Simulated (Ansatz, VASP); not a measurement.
Zr2F in VASP and in Ansatz

```
Zr F
1.0
     3.19131    0.00000    0.00000
     0.00000    3.19131    0.00000
     0.00000    0.00000    9.20304
Zr F
4 2
Direct
  0.00000 0.50000 0.12500
  0.00000 0.50000 0.62500
  0.50000 0.00000 0.37500
  0.50000 0.00000 0.87500
  0.00000 0.00000 0.00000
  0.50000 0.50000 0.50000
```

Alike in both runs: task relaxation of cell and atoms; functional PBE; k mesh 6 × 6 × 2; occupations gaussian, width 0.1 eV; no spin polarisation.

|  | VASP | Ansatz |
| --- | --- | --- |
| version | VASP 6.6.1 | Ansatz 0.2.0 |
| potentials or method | VASP PAW PBE potentials, release 64 (Zr_sv, F), cutoff 600 eV | scalar-relativistic, plane waves, PAW |
| valence electrons in the cell | 62 | 62 |

VASP gave:

```
gap on the k mesh at the Fermi level, each at its own relaxed structure (eV) : none
relaxed volume (Å³/atom)                                                     : 18.81
relaxed cell length with the largest relative difference (Å)                 : 11.218
```

Question: Which values does Ansatz return?

Answer: gap on the k mesh at the Fermi level, each at its own relaxed structure (eV): none; relaxed volume (Å³/atom): 18.85; relaxed cell length with the largest relative difference (Å): 11.306.

A gap of «none» marks a metal or a gap that the smearing closes.

Noted on VASP's run: the volume moved by over 15 % at a fixed basis, so the end points are rough.
